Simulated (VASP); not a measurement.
# AlRu (Pm-3m) in VASP: notebook

Runs on AlRu. Level: PBEsol. Tasks: vibrations by perturbation theory.

Everything below comes from runs of VASP 6.6.1. Logs are shortened: lines on timing, memory, paths and dates and some standing lists are left out, and cuts for length are marked.

### 1 The cell of the first run

It takes space group Pm-3m (No. 221, cubic). The conventional cell has a = 2.962 Å, b = 2.962 Å, c = 2.962 Å, α = 90.00°, β = 90.00°, γ = 90.00°. Within 3.4 Å of Al (site symmetry m-3m) lie 8 Ru at 2.56 Å and 6 Al at 2.96 Å. Within 3.4 Å of Ru (site symmetry m-3m) lie 8 Al at 2.56 Å and 6 Ru at 2.96 Å.

### 2 Vibrations by perturbation theory, PBEsol (volume scaled by 0.985)

Contents of INCAR:

```
SYSTEM = AlRu
PREC = Accurate
ENCUT = 520
EDIFF = 1E-8
ISMEAR = -1
SIGMA = 0.1
LREAL = .FALSE.
LASPH = .TRUE.
NELM = 80
ALGO = Normal
ISIF = 2
LWAVE = .FALSE.
LCHARG = .TRUE.
GGA = PS
IBRION = 8
NSW = 1
```

Contents of KPOINTS:

```
regular mesh
0
G
  12 12 12
  0 0 0
```

Contents of POSCAR:

```
AlRu
1.0
    2.9617031959      0.0000000000      0.0000000000
    0.0000000000      2.9617031959      0.0000000000
    0.0000000000      0.0000000000      2.9617031959
Al Ru
1 1
Direct
    0.0000000000      0.0000000000      0.0000000000
    0.5000000000      0.5000000000      0.5000000000
```

Potentials or basis: VASP PAW PBE potentials, release 64 (Al, Ru_pv).

Launch:

```
cat potpaw_PBE.64/Al/POTCAR potpaw_PBE.64/Ru_pv/POTCAR > POTCAR
mpirun -np 1 vasp_std > vasp.out
```

OUTCAR:

```text
SYSTEM = AlRu
   PREC = Accurate
   ENCUT = 520
   EDIFF = 1E-8
   ISMEAR = -1
   LREAL = .FALSE.
   LASPH = .TRUE.
   NELM = 80
   ISIF = 2
   GGA = PS
   IBRION = 8
   NSW = 1

 ion  position               nearest neighbor table
   1  0.000  0.000  0.000-   2 2.56   2 2.56   2 2.56   2 2.56   2 2.56   2 2.56   2 2.56   2 2.56

   2  0.500  0.500  0.500-   1 2.56   1 2.56   1 2.56   1 2.56   1 2.56   1 2.56   1 2.56   1 2.56

  LATTYP: Found a simple cubic cell.
 ALAT       =     2.9617031959

  Lattice vectors:

 A1 = (   2.9617031959,   0.0000000000,   0.0000000000)
 A2 = (   0.0000000000,   2.9617031959,   0.0000000000)
 A3 = (   0.0000000000,   0.0000000000,   2.9617031959)

Analysis of symmetry for initial positions (statically):
=====================================================================
 Subroutine PRICEL returns:
 Original cell was already a primitive cell.

 Routine SETGRP: Setting up the symmetry group for a
 simple cubic supercell.

 Subroutine GETGRP returns: Found 48 space group operations
 (whereof 48 operations were pure point group operations)
 out of a pool of 48 trial point group operations.

The static configuration has the point symmetry O_h .

Analysis of symmetry for dynamics (positions and initial velocities):
=====================================================================
 Subroutine PRICEL returns:
 Original cell was already a primitive cell.

 Routine SETGRP: Setting up the symmetry group for a
 simple cubic supercell.

 Subroutine GETGRP returns: Found 48 space group operations
 (whereof 48 operations were pure point group operations)
 out of a pool of 48 trial point group operations.

The dynamic configuration has the point symmetry O_h .

 Subroutine INISYM returns: Found 48 space group operations
 (whereof 48 operations are pure point group operations),
 and found     1 'primitive' translations

----------------------------------------------------------------------------------------

[... 520 lines left out ...]

 VOLUME and BASIS-vectors are now :
 -----------------------------------------------------------------------------
  energy-cutoff  :      520.00
  volume of cell :       25.98
      direct lattice vectors                 reciprocal lattice vectors
     2.961703196  0.000000000  0.000000000     0.337643556  0.000000000  0.000000000
     0.000000000  2.961703196  0.000000000     0.000000000  0.337643556  0.000000000
     0.000000000  0.000000000  2.961703196     0.000000000  0.000000000  0.337643556

 POSITION                                       TOTAL-FORCE (eV/Angst)
 -----------------------------------------------------------------------------------
      0.00000      0.00000      0.00000         0.000000      0.000000      0.000000
      1.48085      1.48085      1.48085         0.000000      0.000000      0.000000
 -----------------------------------------------------------------------------------
    total drift:                                0.000000     -0.000000     -0.000000

  FREE ENERGIE OF THE ION-ELECTRON SYSTEM (eV)
  ---------------------------------------------------
  free  energy   TOTEN  =       -15.5456705428 eV

  energy  without entropy=      -15.4995646115  energy(sigma->0) =      -15.52261758

[... ionic steps 2 to 3 ...]

--------------------------------------- Ionic step        4  -------------------------------------------

------------------------ aborting loop because EDIFF is reached ----------------------------------------

[... ionic steps 5 to 6 ...]

--------------------------------------- Ionic step        7  -------------------------------------------

 Free energy of the ion-electron system (eV)
  ---------------------------------------------------
  ---------------------------------------------------
  free energy    TOTEN  =        -0.64977333 eV

  energy without entropy =       -0.64977333

------------------------ aborting loop because EDIFF is reached ----------------------------------------

 INTERNAL STRAIN TENSOR  FOR ION    2  DIRECTION 1   (eV/Angst):
 -----------------------------------------------------------------------------
     0.05508  0.00000 -0.00000
    -0.00000 -0.00609  0.00000
     0.00000  0.00000 -0.00609

 INTERNAL STRAIN TENSOR FOR ION    2 for displacements in x,y,z  (eV/Angst):
          X           Y           Z          XY          YZ          ZX
  --------------------------------------------------------------------------------
  x     0.00000     0.00000     0.00000     0.00000     0.00000     0.00000
  y     0.00000     0.00000     0.00000     0.00000     0.00000     0.00000
  z     0.00000     0.00000     0.00000     0.00000     0.00000     0.00000

 SECOND DERIVATIVES (NOT SYMMETRIZED)
 ------------------------------------
               1X          1Y          1Z          2X          2Y          2Z
  1X    -8.639049    0.000000   -0.000000    8.639049   -0.000000    0.000000
  1Y     0.000000   -8.639049   -0.000000   -0.000000    8.639049    0.000000
  1Z    -0.000000   -0.000000   -8.639049    0.000000    0.000000    8.639049
  2X     8.625200   -0.000000    0.000000   -8.625200    0.000000   -0.000000
  2Y    -0.000000    8.625200    0.000000    0.000000   -8.625200   -0.000000
  2Z     0.000000    0.000000    8.625200   -0.000000   -0.000000   -8.625200

 Eigenvectors and eigenvalues of the dynamical matrix
 ----------------------------------------------------

   1 f  =    9.955468 THz    62.552051 2PiTHz  332.078669 cm-1    41.172489 meV
             X         Y         Z           dx          dy          dz
      0.000000  0.000000  0.000000    -0.255954    0.850911   -0.000000
      1.480852  1.480852  1.480852     0.132139   -0.439292    0.000000
[... 21 lines left out ...]
   6 f/i=    0.003255 THz     0.020454 2PiTHz    0.108585 cm-1     0.013463 meV
             X         Y         Z           dx          dy          dz
      0.000000  0.000000  0.000000    -0.000000   -0.000000   -0.458736
      1.480852  1.480852  1.480852     0.000000    0.000000   -0.888573

--------------------------------------------------------------------------------------------------------

 ELASTIC MODULI CONTR FROM IONIC RELAXATION (kBar)
 Direction    XX          YY          ZZ          XY          YZ          ZX
 --------------------------------------------------------------------------------
 XX           0.0000      0.0000      0.0000      0.0000      0.0000      0.0000
 YY           0.0000      0.0000      0.0000      0.0000      0.0000      0.0000
 ZZ           0.0000      0.0000      0.0000      0.0000      0.0000      0.0000
 XY           0.0000      0.0000      0.0000      0.0000      0.0000      0.0000
 YZ           0.0000      0.0000      0.0000      0.0000      0.0000      0.0000
 ZX           0.0000      0.0000      0.0000      0.0000      0.0000      0.0000
 --------------------------------------------------------------------------------
```

OSZICAR:

```text
N       E                     dE             d eps       ncg     rms          rms(c)
DAV:   1     0.111861478902E+03    0.11186E+03   -0.96768E+03  2064   0.132E+03
DAV:   2    -0.139642849030E+02   -0.12583E+03   -0.12086E+03  2140   0.353E+02
DAV:   3    -0.163249205333E+02   -0.23606E+01   -0.22762E+01  2376   0.487E+01
DAV:   4    -0.163458779083E+02   -0.20957E-01   -0.20951E-01  2304   0.468E+00
[... 42 lines left out ...]
RMM:  13    -0.649773305733E+00    0.19612E-07   -0.22294E-08  8978   0.661E-05    0.866E-07
RMM:  14    -0.649773321133E+00   -0.15400E-07   -0.10628E-08  8851   0.399E-05    0.680E-07
RMM:  15    -0.649773337615E+00   -0.16482E-07   -0.52556E-09  7417   0.258E-05    0.171E-06
RMM:  16    -0.649773326146E+00    0.11469E-07   -0.28915E-09  6890   0.176E-05    0.140E-06
RMM:  17    -0.649773326986E+00   -0.83943E-09   -0.16642E-09  4373   0.108E-05    0.154E-06
 Linear response finished
```

stdout:

```text
POSCAR found type information on POSCAR AlRu
 POSCAR found :  2 types and       2 ions
 scaLAPACK will be used
 -----------------------------------------------------------------------------
|                                                                             |
|                                                                             |
|     You enforced a specific xc type in the INCAR file but a different       |
|     I HOPE YOU KNOW WHAT YOU ARE DOING!                                     |
|                                                                             |
 -----------------------------------------------------------------------------

 LDA part: xc-table for (Slater+PW92), standard interpolation
 POSCAR, INCAR and KPOINTS ok, starting setup
 FFT: planning ... GRIDC
 FFT: planning ... GRID_SOFT
 FFT: planning ... GRID
 WAVECAR not read
 entering main loop
 Linear response reoptimize wavefunctions to high precision
 Linear response DOF=           2
 Linear response progress:
 first order change of Fermi-energy  -0.22185E-03
 force on displaced ion       1 direction 1 :  -8.639  -0.000   0.000
 Linear response progress:
 first order change of Fermi-energy   0.21436E-02
 force on displaced ion       2 direction 1 :  -8.625   0.000  -0.000
 Linear response finished
```

Wall time 4.5 min (1 thread of AMD EPYC 7R43 (Zen 3), shared host); peak memory 0.25 GiB.

Results:

```
Highest phonon frequency at Γ, LO-TO splitting left out : 332 cm⁻¹
```

Phonon frequencies in cm⁻¹ (negative: imaginary):
```
              q point        frequencies
(0.000, 0.000, 0.000)  0 0 0 332 332 332
```

Caveat: the cell differs from its parent crystal (volume scaled by 0.985); the cell wasn't relaxed at this level first, which shifts response properties; the PAW data sets were made with another functional, which shifts forces and pressure a little.

### 3 Vibrations by perturbation theory, PBEsol

This run uses another cell than the first one, of 13.19 Å³/atom, 1.015 times its volume.

Contents of INCAR:

```
SYSTEM = AlRu
PREC = Accurate ; ENCUT = 520
EDIFF = 1E-8 ; ISMEAR = -1
SIGMA = 0.1 ; LREAL = .False.
LASPH = .True. ; NELM = 80
ALGO = Normal ; ISIF = 2
LWAVE = .False. ; LCHARG = .False.
GGA = PS ; IBRION = 8
NSW = 1
```

Contents of KPOINTS:

```
regular mesh
0
Gamma
  12 12 12
  0 0 0
```

Contents of POSCAR:

```
AlRu
1.0
    2.9766615466      0.0000000000      0.0000000000
    0.0000000000      2.9766615466      0.0000000000
    0.0000000000      0.0000000000      2.9766615466
Al Ru
1 1
Direct
    0.0000000000      0.0000000000      0.0000000000
    0.5000000000      0.5000000000      0.5000000000
```

Potentials or basis: VASP PAW PBE potentials, release 64 (Al, Ru_pv).

Launch:

```
cat potpaw_PBE.64/Al/POTCAR potpaw_PBE.64/Ru_pv/POTCAR > POTCAR
mpirun -np 1 vasp_std > vasp.out
```

OUTCAR:

```text
SYSTEM = AlRu
   PREC = Accurate
   ENCUT = 520
   EDIFF = 1E-8
   ISMEAR = -1
   LREAL = .False.
   LASPH = .True.
   NELM = 80
   ISIF = 2
   GGA = PS
   IBRION = 8
   NSW = 1

 ion  position               nearest neighbor table
   1  0.000  0.000  0.000-   2 2.58   2 2.58   2 2.58   2 2.58   2 2.58   2 2.58   2 2.58   2 2.58

   2  0.500  0.500  0.500-   1 2.58   1 2.58   1 2.58   1 2.58   1 2.58   1 2.58   1 2.58   1 2.58

  LATTYP: Found a simple cubic cell.
 ALAT       =     2.9766615466

  Lattice vectors:

[... 615 lines left out ...]
               1X          1Y          1Z          2X          2Y          2Z
  1X    -8.146779   -0.000000    0.000000    8.146779    0.000000    0.000000
  1Y     0.000000   -8.146779   -0.000000    0.000000    8.146779    0.000000
  1Z     0.000000    0.000000   -8.146779   -0.000000    0.000000    8.146779
  2X     8.145430    0.000000   -0.000000   -8.145430   -0.000000    0.000000
  2Y     0.000000    8.145430   -0.000000   -0.000000   -8.145430    0.000000
  2Z    -0.000000   -0.000000    8.145430    0.000000    0.000000   -8.145430

 Eigenvectors and eigenvalues of the dynamical matrix
 ----------------------------------------------------

   1 f  =    9.669131 THz    60.752942 2PiTHz  322.527494 cm-1    39.988295 meV
             X         Y         Z           dx          dy          dz
      0.000000  0.000000  0.000000    -0.888438   -0.000000   -0.000000
      1.488331  1.488331  1.488331     0.458996    0.000000    0.000000
[... 21 lines left out ...]
   6 f/i=    0.000327 THz     0.002052 2PiTHz    0.010893 cm-1     0.001351 meV
             X         Y         Z           dx          dy          dz
      0.000000  0.000000  0.000000     0.000000    0.295236    0.351445
      1.488331  1.488331  1.488331     0.000000    0.571462    0.680260

--------------------------------------------------------------------------------------------------------

 ELASTIC MODULI CONTR FROM IONIC RELAXATION (kBar)
 Direction    XX          YY          ZZ          XY          YZ          ZX
 --------------------------------------------------------------------------------
 XX           0.0000      0.0000      0.0000      0.0000      0.0000      0.0000
 YY           0.0000      0.0000      0.0000      0.0000      0.0000      0.0000
 ZZ           0.0000      0.0000      0.0000      0.0000      0.0000      0.0000
 XY           0.0000      0.0000      0.0000      0.0000      0.0000      0.0000
 YZ           0.0000      0.0000      0.0000      0.0000      0.0000      0.0000
 ZX           0.0000      0.0000      0.0000      0.0000      0.0000      0.0000
 --------------------------------------------------------------------------------
```

Run time: 4.1 min. Hardware: 1 thread of AMD EPYC 7R43 (Zen 3), shared host; peak memory 0.25 GiB.

What came out:

```yaml
Highest_phonon_frequency_at_Γ_LO-TO_splitting_left_out: 323 cm⁻¹
```

Phonon frequencies in cm⁻¹ (negative: imaginary):
```tsv
q point	frequencies
(0.000, 0.000, 0.000)	0 0 0 323 323 323
```

Caveat: the PAW data sets were made with another functional, which shifts forces and pressure a little.

### 4 Vibrations by perturbation theory, PBEsol (volume scaled by 1.015)

Contents of INCAR:

```
SYSTEM = AlRu
PREC = Accurate
ENCUT = 520
EDIFF = 1E-8
ISMEAR = -1
SIGMA = 0.1
LREAL = .FALSE.
LASPH = .TRUE.
NELM = 60
ALGO = Normal
ISIF = 2
LWAVE = .FALSE.
LCHARG = .FALSE.
GGA = PS
IBRION = 8
NSW = 1
```

Contents of KPOINTS:

```
regular mesh
0
G
  12 12 12
  0 0 0
```

Contents of POSCAR:

```
AlRu
1.0
    2.9914710518      0.0000000000      0.0000000000
    0.0000000000      2.9914710518      0.0000000000
    0.0000000000      0.0000000000      2.9914710518
Al Ru
1 1
Direct
    0.0000000000      0.0000000000      0.0000000000
    0.5000000000      0.5000000000      0.5000000000
```

Potentials or basis: VASP PAW PBE potentials, release 64 (Al, Ru_pv).

Launch:

```
cat potpaw_PBE.64/Al/POTCAR potpaw_PBE.64/Ru_pv/POTCAR > POTCAR
mpirun -np 1 vasp_std > vasp.out
```

OUTCAR:

```text
SYSTEM = AlRu
   PREC = Accurate
   ENCUT = 520
   EDIFF = 1E-8
   ISMEAR = -1
   LREAL = .FALSE.
   LASPH = .TRUE.
   NELM = 60
   ISIF = 2
   GGA = PS
   IBRION = 8
   NSW = 1

 ion  position               nearest neighbor table
   1  0.000  0.000  0.000-   2 2.59   2 2.59   2 2.59   2 2.59   2 2.59   2 2.59   2 2.59   2 2.59

   2  0.500  0.500  0.500-   1 2.59   1 2.59   1 2.59   1 2.59   1 2.59   1 2.59   1 2.59   1 2.59

  LATTYP: Found a simple cubic cell.
 ALAT       =     2.9914710518

  Lattice vectors:

 A1 = (   2.9914710518,   0.0000000000,   0.0000000000)
 A2 = (   0.0000000000,   2.9914710518,   0.0000000000)
 A3 = (   0.0000000000,   0.0000000000,   2.9914710518)

Analysis of symmetry for initial positions (statically):
=====================================================================
 Subroutine PRICEL returns:
 Original cell was already a primitive cell.

 Routine SETGRP: Setting up the symmetry group for a
 simple cubic supercell.

[... 589 lines left out ...]
 -----------------------------------------------------------------------------
     0.05312 -0.00000  0.00000
    -0.00000 -0.00538  0.00000
     0.00000  0.00000 -0.00538

 INTERNAL STRAIN TENSOR FOR ION    2 for displacements in x,y,z  (eV/Angst):
          X           Y           Z          XY          YZ          ZX
  --------------------------------------------------------------------------------
  x     0.00000     0.00000     0.00000     0.00000     0.00000     0.00000
  y     0.00000     0.00000     0.00000     0.00000     0.00000     0.00000
  z     0.00000     0.00000     0.00000     0.00000     0.00000     0.00000

 SECOND DERIVATIVES (NOT SYMMETRIZED)
 ------------------------------------
               1X          1Y          1Z          2X          2Y          2Z
  1X    -7.678160    0.000000    0.000000    7.678160   -0.000000   -0.000000
  1Y     0.000000   -7.678160    0.000000   -0.000000    7.678160   -0.000000
  1Z     0.000000    0.000000   -7.678160   -0.000000   -0.000000    7.678160
  2X     7.673745   -0.000000   -0.000000   -7.673745    0.000000    0.000000
  2Y    -0.000000    7.673745   -0.000000    0.000000   -7.673745    0.000000
  2Z    -0.000000   -0.000000    7.673745    0.000000    0.000000   -7.673745

 Eigenvectors and eigenvalues of the dynamical matrix
 ----------------------------------------------------

   1 f  =    9.386514 THz    58.977207 2PiTHz  313.100405 cm-1    38.819485 meV
             X         Y         Z           dx          dy          dz
      0.000000  0.000000  0.000000     0.888477    0.000000    0.000000
      1.495736  1.495736  1.495736    -0.458922    0.000000    0.000000
[... 21 lines left out ...]
   6 f/i=    0.001101 THz     0.006917 2PiTHz    0.036720 cm-1     0.004553 meV
             X         Y         Z           dx          dy          dz
      0.000000  0.000000  0.000000    -0.032811    0.040775    0.455928
      1.495736  1.495736  1.495736    -0.063522    0.078941    0.882680

--------------------------------------------------------------------------------------------------------

 ELASTIC MODULI CONTR FROM IONIC RELAXATION (kBar)
 Direction    XX          YY          ZZ          XY          YZ          ZX
 --------------------------------------------------------------------------------
 XX           0.0000      0.0000      0.0000      0.0000      0.0000      0.0000
 YY           0.0000      0.0000      0.0000      0.0000      0.0000      0.0000
 ZZ           0.0000      0.0000      0.0000      0.0000      0.0000      0.0000
 XY           0.0000      0.0000      0.0000      0.0000      0.0000      0.0000
 YZ           0.0000      0.0000      0.0000      0.0000      0.0000      0.0000
 ZX           0.0000      0.0000      0.0000      0.0000      0.0000      0.0000
 --------------------------------------------------------------------------------
```

OSZICAR:

```text
N       E                     dE             d eps       ncg     rms          rms(c)
DAV:   1     0.116636164535E+03    0.11664E+03   -0.96141E+03  2048   0.132E+03
DAV:   2    -0.139267825950E+02   -0.13056E+03   -0.12572E+03  2116   0.356E+02
DAV:   3    -0.163195278867E+02   -0.23927E+01   -0.23228E+01  2424   0.493E+01
[... 42 lines left out ...]
RMM:  11    -0.651050166648E+00   -0.21515E-06   -0.11392E-07  9349   0.204E-04    0.151E-05
RMM:  12    -0.651050116117E+00    0.50531E-07   -0.60479E-08  9336   0.116E-04    0.518E-06
RMM:  13    -0.651050101107E+00    0.15010E-07   -0.46765E-08  8873   0.708E-05    0.121E-06
RMM:  14    -0.651050117636E+00   -0.16529E-07   -0.24719E-08  8920   0.430E-05    0.747E-07
RMM:  15    -0.651050130288E+00   -0.12652E-07   -0.14844E-08  7155   0.273E-05    0.122E-06
RMM:  16    -0.651050125153E+00    0.51354E-08   -0.10763E-08  6464   0.183E-05    0.130E-06
 Linear response finished
```

Run time: 4.5 min. Hardware: 1 thread of AMD EPYC 7R43 (Zen 3), shared host; peak memory 0.25 GiB.

Results:

```
Highest phonon frequency at Γ, LO-TO splitting left out : 313 cm⁻¹
```

Phonon frequencies in cm⁻¹ (negative: imaginary):
```csv
q point,frequencies
"(0.000, 0.000, 0.000)",0 0 0 313 313 313
```

Caveat: the cell differs from its parent crystal (volume scaled by 1.015); the cell wasn't relaxed at this level first, which shifts response properties; the PAW data sets were made with another functional, which shifts forces and pressure a little.
